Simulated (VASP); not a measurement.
# BN (I-4m2) in VASP: further runs

BN is run at these levels: PBE; tasks: single point.

Program: VASP 6.6.1. These are calculated values, not measurements. Logs are shortened: lines on timing, memory, paths and dates and some standing lists are left out, and cuts for length are marked.

### Step 1. The cell of the first run

It takes space group I-4m2 (No. 119, tetragonal). Conventional cell: a = 2.564 Å, b = 2.564 Å, c = 3.481 Å, α = 90.00°, β = 90.00°, γ = 90.00°. B (site symmetry -4m2) has 4 N at 1.55 Å within 2.1 Å. N (site symmetry -4m2) has 4 B at 1.55 Å within 2.1 Å.

### Step 2. Single point, PBE (strain +0.000 along x and y, -0.040 along z)

File INCAR:

```
SYSTEM = BN
  ALGO = Normal
  EDIFF = 1E-7
  ENCUT = 520
  GGA = PE
  ISIF = 2
  ISMEAR = 0
  LASPH = .TRUE.
  LCHARG = .FALSE.
  LREAL = .FALSE.
  LWAVE = .FALSE.
  NBANDS = 11
  NELM = 80
  PREC = Accurate
  SIGMA = 0.05
```

File KPOINTS:

```
k-points
0
G
  12 12 12
  0 0 0
```

File POSCAR:

```
BN
1.0
    0.0000000000      1.8130010000      1.7404809600
    1.8130010000      0.0000000000      1.7404809600
    1.8130010000      1.8130010000      0.0000000000
B N
1 1
Direct
    0.0000000000      0.0000000000      0.0000000000
    0.7500000000      0.7500000000      0.7500000000
```

Potentials or basis: VASP PAW PBE potentials, release 64 (B, N).

Started as:

```console
cat potpaw_PBE.64/B/POTCAR potpaw_PBE.64/N/POTCAR > POTCAR
mpirun -np 1 vasp_std > vasp.out
```

OUTCAR:

```text
SYSTEM = BN
   EDIFF = 1E-7
   ENCUT = 520
   GGA = PE
   ISIF = 2
   ISMEAR = 0
   LASPH = .TRUE.
   LREAL = .FALSE.
   NELM = 80
   PREC = Accurate

 ion  position               nearest neighbor table
   1  0.000  0.000  0.000-   2 1.55   2 1.55   2 1.55   2 1.55
   2  0.750  0.750  0.750-   1 1.55   1 1.55   1 1.55   1 1.55

  LATTYP: Found a body centered tetragonal cell.
 ALAT       =     2.5639706028
 C/A-ratio  =     1.3576450199

  Lattice vectors:

 A1 = (   0.0000000000,  -1.8130010000,  -1.7404809600)
 A2 = (   0.0000000000,   1.8130010000,  -1.7404809600)
 A3 = (   1.8130010000,   0.0000000000,   1.7404809600)

Analysis of symmetry for initial positions (statically):
=====================================================================
 Subroutine PRICEL returns:
 Original cell was already a primitive cell.

 Routine SETGRP: Setting up the symmetry group for a
 body centered tetragonal supercell.

 Subroutine GETGRP returns: Found  8 space group operations
 (whereof  8 operations were pure point group operations)
 out of a pool of 16 trial point group operations.

The static configuration has the point symmetry D_2d.

Analysis of symmetry for dynamics (positions and initial velocities):
=====================================================================
 Subroutine PRICEL returns:
 Original cell was already a primitive cell.

 Routine SETGRP: Setting up the symmetry group for a
 body centered tetragonal supercell.

 Subroutine GETGRP returns: Found  8 space group operations
 (whereof  8 operations were pure point group operations)
 out of a pool of 16 trial point group operations.

The dynamic configuration has the point symmetry D_2d.

 Subroutine INISYM returns: Found  8 space group operations
 (whereof  8 operations are pure point group operations),
 and found     1 'primitive' translations

----------------------------------------------------------------------------------------

                                     Primitive cell

  volume of cell :      11.4418

  direct lattice vectors                    reciprocal lattice vectors
     0.000000000  1.813001000  1.740480960    -0.275785838  0.275785838  0.287276915
     1.813001000  0.000000000  1.740480960     0.275785838 -0.275785838  0.287276915
     1.813001000  1.813001000  0.000000000     0.275785838  0.275785838 -0.287276915

  length of vectors
     2.513214396  2.513214396  2.563970603     0.484400333  0.484400333  0.484400333

  position of ions in fractional coordinates (direct lattice)
     0.000000000  0.000000000  0.000000000
     0.750000000  0.750000000  0.750000000

  ion indices of the primitive-cell ions
   primitive index   ion index
                 1           1
                 2           2

----------------------------------------------------------------------------------------

 KPOINTS: k-points

Automatic generation of k-mesh.
 Grid dimensions read from file:
 generate k-points for:   12   12   12

 Generating k-lattice:

  Cartesian coordinates                     Fractional coordinates (reciprocal lattice)
    -0.022982153  0.022982153  0.023939743     0.083333333 -0.000000000  0.000000000
     0.022982153 -0.022982153  0.023939743    -0.000000000  0.083333333  0.000000000
     0.022982153  0.022982153 -0.023939743     0.000000000  0.000000000  0.083333333

  Length of vectors
     0.040366694  0.040366694  0.040366694

  Shift w.r.t. Gamma in fractional coordinates (k-lattice)
     0.000000000  0.000000000  0.000000000

 Subroutine IBZKPT returns following result:
 ===========================================

 Found    163 irreducible k-points:

 Following reciprocal coordinates:
            Coordinates               Weight
  0.000000  0.000000  0.000000      1.000000
  0.083333  0.000000  0.000000      8.000000
  0.166667 -0.000000  0.000000      8.000000
  0.250000  0.000000  0.000000      8.000000
  0.333333  0.000000  0.000000      8.000000
  0.416667  0.000000  0.000000      8.000000
[... 16 lines left out ...]
  0.500000  0.166667  0.000000      8.000000
 -0.416667  0.166667  0.000000      8.000000
 [... further k-points ...]
   k-points           NKPTS =    163   k-points in BZ     NKDIM =    163   number of bands    NBANDS=     11
   number of dos      NEDOS =    301   number of ions     NIONS =      2
   total plane-waves  NPLWV =   8000
   dimension x,y,z NGX =    20 NGY =   20 NGZ =   20
   dimension x,y,z NGXF=    40 NGYF=   40 NGZF=   40
   ions per type =               1   1
   NGX,Y,Z   is equivalent  to a cutoff of  13.23, 13.23, 12.97 a.u.
   NGXF,Y,Z  is equivalent  to a cutoff of  26.46, 26.46, 25.94 a.u.
 SYSTEM =  BN
   PREC   = accura    normal or accurate (medium, high low for compatibility)
   ISTART =      0    job   : 0-new  1-cont  2-samecut
   ICHARG =      2    charge: 1-file 2-atom 10-const
   ISPIN  =      1    spin polarized calculation?
   LNONCOLLINEAR =      F non collinear calculations
[... 56 lines left out ...]
 fundamental gap:      3.7665089387
 Fermi energy:         8.3635369260

 k-point     1 :       0.0000    0.0000    0.0000
  band No.  band energies     occupation
      1     -12.7939      2.00000
      2       7.6733      2.00000
      3       7.6733      2.00000
      4       8.0579      2.00000
      5      16.5934      0.00000
      6      16.8857      0.00000
      7      16.8857      0.00000
      8      18.6623      0.00000
      9      33.1665      0.00000
     10      34.9007      0.00000
     11      35.8728      0.00000

 k-point     2 :       0.0833    0.0000    0.0000
  band No.  band energies     occupation
      1     -12.6203      2.00000
      2       6.8434      2.00000
      3       7.4702      2.00000
      4       7.7881      2.00000
      5      16.7923      0.00000
      6      17.1603      0.00000
      7      17.2203      0.00000
      8      19.2033      0.00000
      9      32.8222      0.00000
     10      32.9349      0.00000
     11      34.1615      0.00000

 k-point     3 :       0.1667   -0.0000    0.0000
  band No.  band energies     occupation
      1     -12.1056      2.00000
      2       4.7227      2.00000
      3       6.9765      2.00000
      4       7.3510      2.00000
      5      17.1840      0.00000
      6      17.7732      0.00000
      7      17.8911      0.00000
      8      20.4997      0.00000
      9      31.5510      0.00000
     10      31.8883      0.00000
     11      32.9112      0.00000

 k-point     4 :       0.2500    0.0000    0.0000
  band No.  band energies     occupation
      1     -11.2726      2.00000
      2       2.2025      2.00000
      3       6.4064      2.00000
      4       6.8705      2.00000
      5      17.5138      0.00000
      6      18.2989      0.00000
      7      18.6105      0.00000
      8      21.8074      0.00000
      9      31.3082      0.00000
     10      31.3983      0.00000
     11      32.3959      0.00000

 k-point     5 :       0.3333    0.0000    0.0000
  band No.  band energies     occupation
      1     -10.1832      2.00000
      2      -0.2502      2.00000
      3       5.9193      2.00000
      4       6.4652      2.00000
      5      17.7337      0.00000
      6      18.4982      0.00000
      7      19.1132      0.00000
      8      22.7339      0.00000
      9      31.3004      0.00000
     10      32.4825      0.00000
     11      32.8450      0.00000
[... 211 lines left out ...]
 k-point    21 :       0.3333    0.1667    0.0000
  band No.  band energies     occupation
      1     -10.2610      2.00000
      2       1.4901      2.00000
      3       4.6618      2.00000
      4       5.5048      2.00000
      5      15.7101      0.00000
      6      20.5065      0.00000
      7      20.8060      0.00000
      8      20.8509      0.00000
      9      28.1365      0.00000
     10      35.2530      0.00000
     11      36.0985      0.00000

 k-point    22 :       0.4167    0.1667    0.0000
  band No.  band energies     occupation
      1      -9.1468      2.00000
      2      -0.6771      2.00000
      3       4.4406      2.00000
      4       4.9264      2.00000
      5      16.0820      0.00000
      6      20.8075      0.00000
      7      20.8570      0.00000
      8      21.5915      0.00000
      9      28.8518      0.00000
     10      35.0106      0.00000
     11      36.6467      0.00000

 k-point    23 :       0.5000    0.1667    0.0000
  band No.  band energies     occupation
      1      -8.1612      2.00000
      2      -2.2457      2.00000
      3       4.3586      2.00000
      4       4.4928      2.00000
      5      16.3872      0.00000
      6      20.5282      0.00000
      7      20.8366      0.00000
      8      22.9903      0.00000
      9      28.9976      0.00000
     10      35.0567      0.00000
     11      35.9040      0.00000

 k-point    24 :      -0.4167    0.1667    0.0000
  band No.  band energies     occupation
      1      -8.0562      2.00000
      2      -2.4060      2.00000
      3       3.9350      2.00000
      4       4.8078      2.00000
      5      16.7856      0.00000
      6      20.1542      0.00000
      7      20.7004      0.00000
      8      23.9422      0.00000
      9      28.9614      0.00000
     10      33.5187      0.00000
     11      35.1250      0.00000

 [... further k-points ...]
[... 5 lines left out ...]
  --------------------------------------------------------------------------------------
  -------------------------------------------------------------------------------------
  Total        0.5775388      0.5775388      2.3162099      0.0000000      0.0000000      0.0000000
  in kB       80.8716679     80.8716679    324.3344929      0.0000000      0.0000000      0.0000000
  external PRESSURE =     162.0259429 kB  Pullay stress =       0.0000000 kB

 VOLUME and BASIS-vectors are now :
 -----------------------------------------------------------------------------
  energy-cutoff  :      520.00
  volume of cell :       11.44
      direct lattice vectors                 reciprocal lattice vectors
     0.000000000  1.813001000  1.740480960    -0.275785838  0.275785838  0.287276915
     1.813001000  0.000000000  1.740480960     0.275785838 -0.275785838  0.287276915
     1.813001000  1.813001000  0.000000000     0.275785838  0.275785838 -0.287276915

 POSITION                                       TOTAL-FORCE (eV/Angst)
 -----------------------------------------------------------------------------------
      0.00000      0.00000      0.00000        -0.000000     -0.000000     -0.000000
      2.71950      2.71950      2.61072         0.000000      0.000000      0.000000
 -----------------------------------------------------------------------------------
    total drift:                               -0.000001     -0.000001      0.000002

  FREE ENERGIE OF THE ION-ELECTRON SYSTEM (eV)
  ---------------------------------------------------
  free  energy   TOTEN  =       -17.4029278117 eV

  energy  without entropy=      -17.4029278117  energy(sigma->0) =      -17.40292781
```

It took 28 s on 1 thread of AMD EPYC 7R43 (Zen 3), shared host; peak memory 0.09 GiB.

Results:

```
Free energy            : -17.4029 eV
Pressure               : 16.2 GPa
Band gap on the k mesh : 3.77 eV, indirect (least direct gap 8.54 eV)
```

Levels at points of the mesh, in eV from the valence-band top:
```
           k point  band 1  band 2  band 3  band 4  band 5  band 6  band 7  band 8
(0.00, 0.00, 0.00)  -20.85   -0.38   -0.38    0.00    8.54    8.83    8.83   10.60
(0.50, 0.00, 0.00)  -16.48  -11.24   -2.57   -1.94    9.80   10.38   11.36   15.34
(0.50, 0.50, 0.00)  -14.74   -8.97   -5.69   -5.69    3.77    8.50   18.21   18.21
(0.50, 0.00, 0.50)  -15.23   -9.58   -5.12   -5.11    4.49    9.49   17.74   18.36
```

Caveat: the cell differs from its parent crystal (strain +0.000 along x and y, -0.040 along z). A k mesh can miss the band edges.

### Step 3. Single point, PBE (strain -0.040 along x and y, +0.040 along z)

File INCAR:

```
  ALGO = Normal
  EDIFF = 1E-6
  ENCUT = 520
  GGA = PE
  ISIF = 2
  ISMEAR = 0
  LASPH = True
  LCHARG = False
  LREAL = False
  LWAVE = False
  NBANDS = 11
  NELM = 80
  PREC = Accurate
  SIGMA = 0.05
```

File KPOINTS:

```
k-points
0
Gamma
  12 12 12
```

File POSCAR:

```
BN
1.0
    0.0000000000      1.7404809600      1.8855210400
    1.7404809600      0.0000000000      1.8855210400
    1.7404809600      1.7404809600      0.0000000000
B N
1 1
Direct
    0.0000000000      0.0000000000      0.0000000000
    0.7500000000      0.7500000000      0.7500000000
```

Potentials or basis: VASP PAW PBE potentials, release 64 (B, N).

Started as:

```console
cat potpaw_PBE.64/B/POTCAR potpaw_PBE.64/N/POTCAR > POTCAR
mpirun -np 1 vasp_std > vasp.out
```

Wall time 16 s (1 thread of Intel Xeon Platinum 8259CL at 2.50GHz (Skylake/Cascade Lake), shared host); peak memory 0.13 GiB.

The run converged. Its results:

| Property | Result |
| --- | --- |
| Free energy | -17.3211 eV |
| Pressure | 16.9 GPa |
| Band gap on the k mesh | 3.75 eV, indirect (least direct gap 8.54 eV) |

Stress tensor (GPa, compression positive):
```
 35.76   0.00   0.00
  0.00  35.76   0.00
  0.00   0.00 -20.88
```

Levels at points of the mesh, in eV from the valence-band top:
| k point | band 1 | band 2 | band 3 | band 4 | band 5 | band 6 | band 7 | band 8 |
| --- | --- | --- | --- | --- | --- | --- | --- | --- |
| (0.00, 0.00, 0.00) | -20.92 | -0.92 | 0.00 | 0.00 | 8.54 | 8.54 | 9.11 | 10.53 |
| (0.50, 0.00, 0.00) | -16.52 | -11.29 | -2.97 | -1.63 | 8.73 | 11.04 | 11.67 | 15.33 |
| (0.50, 0.50, 0.00) | -15.76 | -10.21 | -4.60 | -4.60 | 5.20 | 10.39 | 17.92 | 17.92 |
| (0.50, 0.00, 0.50) | -14.79 | -9.04 | -5.71 | -5.69 | 3.75 | 8.52 | 17.27 | 18.56 |

Caveat: the cell differs from its parent crystal (strain -0.040 along x and y, +0.040 along z). A k mesh can miss the band edges.

### Step 4. Single point, PBE (strain +0.000 along x and y, +0.040 along z)

File INCAR:

```
SYSTEM = BN
PREC = Accurate
ENCUT = 520
EDIFF = 1E-6
ISMEAR = 0
SIGMA = 0.05
LREAL = .FALSE.
LASPH = .TRUE.
NELM = 80
ALGO = Normal
ISIF = 2
LWAVE = .FALSE.
LCHARG = .FALSE.
GGA = PE
NBANDS = 11
```

File KPOINTS:

```
Automatic mesh
0
G
  12 12 12
  0 0 0
```

File POSCAR:

```
BN
1.0
    0.0000000000      1.8130010000      1.8855210400
    1.8130010000      0.0000000000      1.8855210400
    1.8130010000      1.8130010000      0.0000000000
B N
1 1
Direct
    0.0000000000      0.0000000000      0.0000000000
    0.7500000000      0.7500000000      0.7500000000
```

Started as:

```console
cat potpaw_PBE.64/B/POTCAR potpaw_PBE.64/N/POTCAR > POTCAR
mpirun -np 1 vasp_std > vasp.out
```

Wall time 17 s (1 thread of Intel Xeon Platinum 8259CL at 2.50GHz (Skylake/Cascade Lake), shared host); peak memory 0.13 GiB.

It converged, with:

```yaml
Free_energy: -17.4063 eV
Pressure: -13.8 GPa
Band_gap_on_the_k_mesh: 4.07 eV, indirect (least direct gap 8.38 eV)
```

Stress tensor (GPa, compression positive):
```
 -5.68   0.00   0.00
  0.00  -5.68   0.00
  0.00   0.00 -29.97
```

Levels at points of the mesh, in eV from the valence-band top:
```tsv
k point	band 1	band 2	band 3	band 4	band 5	band 6	band 7	band 8	band 9
(0.00, 0.00, 0.00)	-19.82	-0.40	0.00	0.00	8.38	8.38	8.65	9.43	23.73
(0.50, 0.00, 0.00)	-15.83	-10.38	-2.28	-1.69	8.99	10.50	10.50	14.63	22.61
(0.50, 0.50, 0.00)	-14.81	-9.10	-4.46	-4.46	4.72	9.42	16.97	16.97	19.32
(0.50, 0.00, 0.50)	-14.39	-8.55	-4.96	-4.96	4.07	8.53	16.74	17.31	20.07
```

Caveat: the cell differs from its parent crystal (strain +0.000 along x and y, +0.040 along z). A k mesh can miss the band edges.

### Step 5. Single point, PBE (strain +0.000 along x and y, +0.080 along z)

File INCAR:

```
SYSTEM = BN
  PREC = Accurate
  ENCUT = 520
  EDIFF = 1E-6
  ISMEAR = 0
  SIGMA = 0.05
  LREAL = .False.
  LASPH = .True.
  NELM = 100
  ALGO = Normal
  ISIF = 2
  LWAVE = .False.
  LCHARG = .True.
  GGA = PE
  LELF = .True.
  LVHAR = .True.
  NBANDS = 11
```

File KPOINTS:

```
regular mesh
0
Gamma
  12 12 12
  0 0 0
```

File POSCAR:

```
BN
1.0
    0.0000000000      1.8130010000      1.9580410800
    1.8130010000      0.0000000000      1.9580410800
    1.8130010000      1.8130010000      0.0000000000
B N
1 1
Direct
    0.0000000000      0.0000000000      0.0000000000
    0.7500000000      0.7500000000      0.7500000000
```

Started as:

```console
cat potpaw_PBE.64/B/POTCAR potpaw_PBE.64/N/POTCAR > POTCAR
mpirun -np 1 vasp_std > vasp.out
```

Wall time 18 s (1 thread of Intel Xeon Platinum 8259CL at 2.50GHz (Skylake/Cascade Lake), shared host); peak memory 0.13 GiB.

The run converged. Its results:

```yaml
Free_energy: -17.2769 eV
Pressure: -25.0 GPa
Band_gap_on_the_k_mesh: 3.72 eV, indirect (least direct gap 7.97 eV)
```

Stress tensor (GPa, compression positive):
```
 -9.00   0.00   0.00
  0.00  -9.00   0.00
  0.00   0.00 -57.03
```

Levels at points of the mesh, in eV from the valence-band top:
| k point | band 1 | band 2 | band 3 | band 4 | band 5 | band 6 | band 7 | band 8 | band 9 |
| --- | --- | --- | --- | --- | --- | --- | --- | --- | --- |
| (0.00, 0.00, 0.00) | -19.55 | -0.81 | 0.00 | 0.00 | 8.01 | 8.01 | 8.54 | 8.65 | 22.91 |
| (0.50, 0.00, 0.00) | -15.72 | -10.18 | -2.62 | -1.47 | 7.86 | 10.31 | 10.50 | 14.11 | 21.88 |
| (0.50, 0.50, 0.00) | -14.99 | -9.33 | -4.09 | -4.09 | 4.95 | 9.61 | 16.17 | 16.17 | 18.11 |
| (0.50, 0.00, 0.50) | -14.21 | -8.29 | -5.05 | -5.04 | 3.72 | 7.93 | 15.67 | 16.74 | 19.46 |

Caveat: the cell differs from its parent crystal (strain +0.000 along x and y, +0.080 along z).

### Step 6. Overview

| cell | gap on the mesh (eV) | pressure (GPa) |
| --- | --- | --- |
| a = 2.513, b = 2.513, c = 2.564 Å, angles 59.3, 59.3, 61.3°, 2 atoms | 3.77 | 16.2 |
| a = 2.566, b = 2.566, c = 2.461 Å, angles 61.3, 61.3, 57.3°, 2 atoms | 3.75 | 16.9 |
| a = 2.616, b = 2.616, c = 2.564 Å, angles 60.7, 60.7, 58.7°, 2 atoms | 4.07 | -13.8 |
| a = 2.669, b = 2.669, c = 2.564 Å, angles 61.3, 61.3, 57.4°, 2 atoms | 3.72 | -25.0 |

Alike in all rows: task single point; level PBE; potentials or basis VASP PAW PBE potentials, release 64 (B, N); no spin polarisation; k mesh 12 × 12 × 12; cutoff (eV) 520; smearing gaussian 0.05 eV.

Absolute energies hang on the potentials; compare differences alone.
